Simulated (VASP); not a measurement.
# Fe (P6_3/mmc) in VASP: further runs, part 2 of 3

VASP 6.6.1.

**4. Single point, BLYP (10.68 Å³/atom)**

This run uses another cell than the first one, of 10.68 Å³/atom.

The input, INCAR:

```
  PREC = Accurate
  ENCUT = 520
  EDIFF = 1E-7
  ISMEAR = -1
  SIGMA = 0.1
  LREAL = False
  LASPH = True
  NELM = 100
  ALGO = Normal
  ISIF = 2
  LWAVE = False
  LCHARG = False
  GGA = B5
  ALDAX = 1.0
  AGGAX = 1.0
  AGGAC = 1.0
  ALDAC = 0.0
  NBANDS = 24
```

The input, KPOINTS:

```
regular mesh
0
Gamma
  16 16 5
```

The input, POSCAR:

```
Fe
1.0
    2.4845588063      0.0000000000      0.0000000000
   -1.2422794032      2.1516910434      0.0000000000
    0.0000000000      0.0000000000      7.9878117839
Fe
4
Direct
    0.0000000000      0.0000000000      0.0000000000
    0.0000000000      0.0000000000      0.5000000000
    0.3333333333      0.6666666667      0.2500000000
    0.6666666667      0.3333333333      0.7500000000
```

Potentials or basis: VASP PAW PBE potentials, release 64 (Fe).

Command:

```
$ cat potpaw_PBE.64/Fe/POTCAR > POTCAR
$ mpirun -np 1 vasp_std > vasp.out
```

OUTCAR:

```text
PREC = Accurate
   ENCUT = 520
   EDIFF = 1E-7
   ISMEAR = -1
   LREAL = False
   LASPH = True
   NELM = 100
   ISIF = 2
   GGA = B5

 ion  position               nearest neighbor table
   1  0.000  0.000  0.000-   3 2.46   4 2.46   3 2.46   4 2.46   4 2.46   3 2.46
   2  0.000  0.000  0.500-   3 2.46   4 2.46   3 2.46   4 2.46   4 2.46   3 2.46
   3  0.333  0.667  0.250-   1 2.46   2 2.46   1 2.46   2 2.46   1 2.46   2 2.46
   4  0.667  0.333  0.750-   1 2.46   2 2.46   1 2.46   2 2.46   1 2.46   2 2.46

  LATTYP: Found a hexagonal cell.
[... 849 lines left out ...]
  --------------------------------------------------------------------------------------
  -------------------------------------------------------------------------------------
  Total        0.0326298      0.0326298      0.0060793     -0.0000000      0.0000000     -0.0000000
  in kB        1.2242426      1.2242426      0.2280915     -0.0000000      0.0000000     -0.0000000
  external PRESSURE =       0.8921922 kB  Pullay stress =       0.0000000 kB

 VOLUME and BASIS-vectors are now :
 -----------------------------------------------------------------------------
  energy-cutoff  :      520.00
  volume of cell :       42.70
      direct lattice vectors                 reciprocal lattice vectors
     2.484558806  0.000000000  0.000000000     0.402485945  0.232375369  0.000000000
    -1.242279403  2.151691043  0.000000000     0.000000000  0.464750738  0.000000000
     0.000000000  0.000000000  7.987811784     0.000000000  0.000000000  0.125190731

 POSITION                                       TOTAL-FORCE (eV/Angst)
 -----------------------------------------------------------------------------------
      0.00000      0.00000      0.00000         0.000000      0.000000      0.000000
      0.00000      0.00000      3.99391         0.000000      0.000000      0.000000
     -0.00000      1.43446      1.99695         0.000000      0.000000     -0.000000
      1.24228      0.71723      5.99086        -0.000000     -0.000000     -0.000000
 -----------------------------------------------------------------------------------
    total drift:                                0.000000     -0.000000      0.000000

  FREE ENERGIE OF THE ION-ELECTRON SYSTEM (eV)
  ---------------------------------------------------
  free  energy   TOTEN  =       -28.1316576312 eV

  energy  without entropy=      -27.8903398625  energy(sigma->0) =      -28.01099875
```

OSZICAR:

```text
N       E                     dE             d eps       ncg     rms          rms(c)
DAV:   1     0.229402201689E+03    0.22940E+03   -0.13997E+04  4392   0.177E+03
DAV:   2    -0.202550725929E+02   -0.24966E+03   -0.23358E+03  4368   0.346E+02
DAV:   3    -0.332812532179E+02   -0.13026E+02   -0.11474E+02  4880   0.111E+02
DAV:   4    -0.336074499090E+02   -0.32620E+00   -0.31736E+00  4472   0.182E+01
DAV:   5    -0.336106803390E+02   -0.32304E-02   -0.32294E-02  4768   0.153E+00    0.218E+01
DAV:   6    -0.286670714162E+02    0.49436E+01   -0.39891E+01  4344   0.909E+01    0.454E+00
DAV:   7    -0.282228129218E+02    0.44426E+00   -0.32138E+00  4552   0.271E+01    0.294E+00
DAV:   8    -0.285346439594E+02   -0.31183E+00   -0.14385E+00  5472   0.223E+01    0.906E+00
DAV:   9    -0.281497085963E+02    0.38494E+00   -0.65601E-01  5480   0.163E+01    0.694E-01
DAV:  10    -0.281344831519E+02    0.15225E-01   -0.25049E-02  4728   0.152E+00    0.268E-01
DAV:  11    -0.281316334448E+02    0.28497E-02   -0.16075E-03  4744   0.583E-01    0.553E-02
DAV:  12    -0.281316717212E+02   -0.38276E-04   -0.20133E-04  4416   0.228E-01    0.300E-02
DAV:  13    -0.281316603331E+02    0.11388E-04   -0.15259E-05  4616   0.667E-02    0.740E-03
DAV:  14    -0.281316564453E+02    0.38878E-05   -0.10752E-06  5112   0.149E-02    0.494E-03
DAV:  15    -0.281316577165E+02   -0.12712E-05   -0.31526E-07  2328   0.104E-02    0.776E-04
DAV:  16    -0.281316575339E+02    0.18264E-06   -0.65418E-08  2200   0.338E-03    0.282E-04
DAV:  17    -0.281316576341E+02   -0.10018E-06   -0.16428E-08  2232   0.187E-03    0.695E-05
DAV:  18    -0.281316576312E+02    0.28913E-08   -0.23504E-09  2224   0.431E-04
   1 F= -.28131658E+02 E0= -.28010999E+02  d E =-.241318E+00
```

stdout:

```text
POSCAR found type information on POSCAR Fe
 POSCAR found :  1 types and       4 ions
 scaLAPACK will be used
 -----------------------------------------------------------------------------
|                                                                             |
|                                                                             |
|     You enforced a specific xc type in the INCAR file but a different       |
|     I HOPE YOU KNOW WHAT YOU ARE DOING!                                     |
|                                                                             |
 -----------------------------------------------------------------------------

 LDA part: xc-table for (Slater(with rela. corr.)+VWN5), standard interpolation
 POSCAR, INCAR and KPOINTS ok, starting setup
 FFT: planning ... GRIDC
 FFT: planning ... GRID_SOFT
 FFT: planning ... GRID
 WAVECAR not read
 entering main loop
```

It took 2.2 min on 1 thread of Intel Xeon 8259CL, shared host; peak memory 0.2 GiB.

Results:

* Free energy: -28.1317 eV
* Pressure: 0.1 GPa
* Band gap on the k mesh: zero (bands 16 and 17 overlap by 1.69 eV)

Stress tensor (GPa, compression positive):
```
0.12 0.00 0.00
0.00 0.12 0.00
0.00 0.00 0.02
```

Caveat: the PAW data sets were made with another functional, which shifts forces and pressure a little; the run has no spin polarisation, though such a crystal can be magnetic. Spin polarisation is off, so any magnetic state and its effect on volume and gap are missing.

**5. Single point, BLYP (11.10 Å³/atom)**

This run uses another cell than the first one, of 11.10 Å³/atom.

The input, INCAR:

```
SYSTEM = Fe
PREC = Accurate ; ENCUT = 520
EDIFF = 1E-6 ; ISMEAR = -1
SIGMA = 0.1 ; LREAL = .FALSE.
LASPH = .TRUE. ; NELM = 80
ALGO = Normal ; ISIF = 2
LWAVE = .FALSE. ; LCHARG = .FALSE.
GGA = B5 ; ALDAX = 1.0
AGGAX = 1.0 ; AGGAC = 1.0
ALDAC = 0.0 ; NBANDS = 24
```

The input, KPOINTS:

```
Automatic mesh
0
G
  16 16 5
  0 0 0
```

The input, POSCAR:

```
Fe
1.0
    2.5172541189      0.0000000000      0.0000000000
   -1.2586270595      2.1800060148      0.0000000000
    0.0000000000      0.0000000000      8.0929266248
Fe
4
Direct
    0.0000000000      0.0000000000      0.0000000000
    0.0000000000      0.0000000000      0.5000000000
    0.3333333333      0.6666666667      0.2500000000
    0.6666666667      0.3333333333      0.7500000000
```

Potentials or basis: VASP PAW PBE potentials, release 64 (Fe).

Command:

```
$ cat potpaw_PBE.64/Fe/POTCAR > POTCAR
$ mpirun -np 1 vasp_std > vasp.out
```

OUTCAR:

```text
SYSTEM = Fe
   PREC = Accurate
   ENCUT = 520
   EDIFF = 1E-6
   ISMEAR = -1
   LREAL = .FALSE.
   LASPH = .TRUE.
   NELM = 80
   ISIF = 2
   GGA = B5

 ion  position               nearest neighbor table
   1  0.000  0.000  0.000-   3 2.49   4 2.49   4 2.49   3 2.49   4 2.49   3 2.49
   2  0.000  0.000  0.500-   3 2.49   4 2.49   4 2.49   3 2.49   4 2.49   3 2.49
   3  0.333  0.667  0.250-   1 2.49   2 2.49   1 2.49   2 2.49   1 2.49   2 2.49
   4  0.667  0.333  0.750-   1 2.49   2 2.49   1 2.49   2 2.49   1 2.49   2 2.49

  LATTYP: Found a hexagonal cell.
 ALAT       =     2.5172541189
 C/A-ratio  =     3.2149819774

  Lattice vectors:

 A1 = (   2.5172541189,   0.0000000000,   0.0000000000)
 A2 = (  -1.2586270595,   2.1800060148,   0.0000000000)
 A3 = (   0.0000000000,   0.0000000000,   8.0929266248)

Analysis of symmetry for initial positions (statically):
=====================================================================
 Subroutine PRICEL returns:
 Original cell was already a primitive cell.

 Routine SETGRP: Setting up the symmetry group for a
 hexagonal supercell.

 Subroutine GETGRP returns: Found 24 space group operations
 (whereof 12 operations were pure point group operations)
 out of a pool of 24 trial point group operations.

The static configuration has the point symmetry D_3d.
 The point group associated with its full space group is D_6h.

Analysis of symmetry for dynamics (positions and initial velocities):
=====================================================================
 Subroutine PRICEL returns:
 Original cell was already a primitive cell.

 Routine SETGRP: Setting up the symmetry group for a
 hexagonal supercell.

 Subroutine GETGRP returns: Found 24 space group operations
 (whereof 12 operations were pure point group operations)
 out of a pool of 24 trial point group operations.

The dynamic configuration has the point symmetry D_3d.
 The point group associated with its full space group is D_6h.

 Subroutine INISYM returns: Found 24 space group operations
[... 121 lines left out ...]
     AMIX_MAG =   1.60;   BMIX_MAG =  1.00
  volume/ion in A,a.u.               =      11.10        74.93
  Fermi-wavevector in a.u.,A,eV,Ry     =   1.467669  2.773492 29.307650  2.154051
  Thomas-Fermi vector in A             =   2.583259
   LORBIT       =      0    0 simple, 1 ext, 2 COOP (PROOUT), +10 PAW based schemes
   GGA     = B5    functional components
   LHFCALC =     F    Hartree Fock is set to
   AEXX    =    0.0000 exact exchange contribution
   IVDW    =     0    specifies the selected vdW correction
   LEPSILON=     F    determine dielectric tensor
   LRPA    =     F    only Hartree local field effects (RPA)
 non-spin polarized calculation
  energy-cutoff  :      520.00
  volume of cell :       44.41
 maximum number of plane-waves:      1215
 NGX is ok and might be reduce to    20
   NGX =  9   NGY =  9   NGZ = 31

 number of electron      31.9999997 magnetization

 Free energy of the ion-electron system (eV)
  ---------------------------------------------------
  ext. energy  EPLUGINS =         0.00000000
  ---------------------------------------------------
  free energy    TOTEN  =       -28.08325893 eV

  energy without entropy =      -27.82835343  energy(sigma->0) =      -27.95580618

 E-fermi :   6.4465     XC(G=0): -12.6694

 val. band max:        6.4442752008   @ k =   0.2500   0.2500   0.0000
 cond. band min:       6.4479668024   @ k =   0.0625  -0.0000   0.0000
 fundamental gap:      0.0036916016
 Fermi energy:         6.4465473769

 k-point     1 :       0.0000    0.0000    0.0000
  band No.  band energies     occupation
      1      -1.7774      2.00000
      2       0.4759      2.00000
      3       0.4812      2.00000
      4       2.0679      2.00000
      5       4.5812      2.00000
      6       4.5870      2.00000
[... 637 lines left out ...]
     23       9.0233      0.00000
     24      15.0208      0.00000

 [... further k-points ...]

------------------------ aborting loop because EDIFF is reached ----------------------------------------

  FORCE on cell =-STRESS in cart. coord.  units (eV):
  Direction    XX          YY          ZZ          XY          YZ          ZX
  --------------------------------------------------------------------------------------
  -------------------------------------------------------------------------------------
  Total       -2.4336068     -2.4336068     -2.5183241      0.0000000      0.0000000     -0.0000000
  in kB      -87.7951721    -87.7951721    -90.8514470      0.0000000      0.0000000     -0.0000000
  external PRESSURE =     -88.8139304 kB  Pullay stress =       0.0000000 kB

 VOLUME and BASIS-vectors are now :
 -----------------------------------------------------------------------------
  energy-cutoff  :      520.00
  volume of cell :       44.41
      direct lattice vectors                 reciprocal lattice vectors
     2.517254119  0.000000000  0.000000000     0.397258263  0.229357165  0.000000000
    -1.258627059  2.180006015  0.000000000     0.000000000  0.458714331  0.000000000
     0.000000000  0.000000000  8.092926625     0.000000000  0.000000000  0.123564694

 POSITION                                       TOTAL-FORCE (eV/Angst)
 -----------------------------------------------------------------------------------
      0.00000      0.00000      0.00000        -0.000000      0.000000      0.000000
      0.00000      0.00000      4.04646        -0.000000      0.000000      0.000000
     -0.00000      1.45334      2.02323        -0.000000      0.000000     -0.000000
      1.25863      0.72667      6.06969         0.000000     -0.000000     -0.000000
 -----------------------------------------------------------------------------------
    total drift:                                0.000000     -0.000000      0.000000

  FREE ENERGIE OF THE ION-ELECTRON SYSTEM (eV)
  ---------------------------------------------------
  free  energy   TOTEN  =       -28.0832589291 eV

  energy  without entropy=      -27.8283534266  energy(sigma->0) =      -27.95580618
```

stdout:

```text
POSCAR found type information on POSCAR Fe
 POSCAR found :  1 types and       4 ions
 scaLAPACK will be used
 -----------------------------------------------------------------------------
|                                                                             |
|                                                                             |
|     You enforced a specific xc type in the INCAR file but a different       |
|     I HOPE YOU KNOW WHAT YOU ARE DOING!                                     |
|                                                                             |
 -----------------------------------------------------------------------------

 LDA part: xc-table for (Slater(with rela. corr.)+VWN5), standard interpolation
 POSCAR, INCAR and KPOINTS ok, starting setup
 FFT: planning ... GRIDC
 FFT: planning ... GRID_SOFT
 FFT: planning ... GRID
 WAVECAR not read
 entering main loop
```

It took 2.3 min on 1 thread of Intel Xeon 8259CL, shared host; peak memory 0.21 GiB.

What came out:

```yaml
Free_energy: -28.0833 eV
Pressure: -8.9 GPa
Band_gap_on_the_k_mesh: zero (bands 16 and 17 overlap by 1.59 eV)
```

Stress tensor (GPa, compression positive):
```
-8.78  0.00  0.00
 0.00 -8.78  0.00
 0.00  0.00 -9.09
```

Caveat: the cell stands under tension; the PAW data sets were made with another functional, which shifts forces and pressure a little; the run has no spin polarisation, though such a crystal can be magnetic.

(Part 2 of 3 ends here.)
